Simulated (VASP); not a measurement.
Be, 4 atoms in the cell. The structure is tetragonal, space group P4_2/mnm (No. 136). The conventional cell has a = 3.591 Å, b = 3.591 Å, c = 2.186 Å, α = 90.00°, β = 90.00°, γ = 90.00°. Be (site symmetry m2m) has 13 Be at 2.06 to 2.58 Å within 2.7 Å. 

```yaml
Program: VASP 6.6.1
Task: single point
Functional: PBEsol
Potentials_or_basis: VASP PAW PBE potentials, release 64 (Be)
Cutoff: 520 eV
k_mesh: 6 × 6 × 10
Occupations: gaussian, width 0.1 eV
Spin: no spin polarisation
Dipole_correction: no
Further_INCAR_settings: ALGO = Normal; EDIFF = 1e-07; NBANDS = 12
```

Potentials or basis: VASP PAW PBE potentials, release 64 (Be).

Command:

```bash
$ cat potpaw_PBE.64/Be/POTCAR > POTCAR
$ mpirun -np 1 vasp_std > vasp.out
```

Hardware: 1 thread of Intel Xeon 6975P-C, on a shared host.

Task: Estimate the wall time of this run.

Result: Wall time 10 s on 1 thread of Intel Xeon 6975P-C, on a shared host, peak memory 0.14 GiB. Counts: scf iterations 11, k points 60.
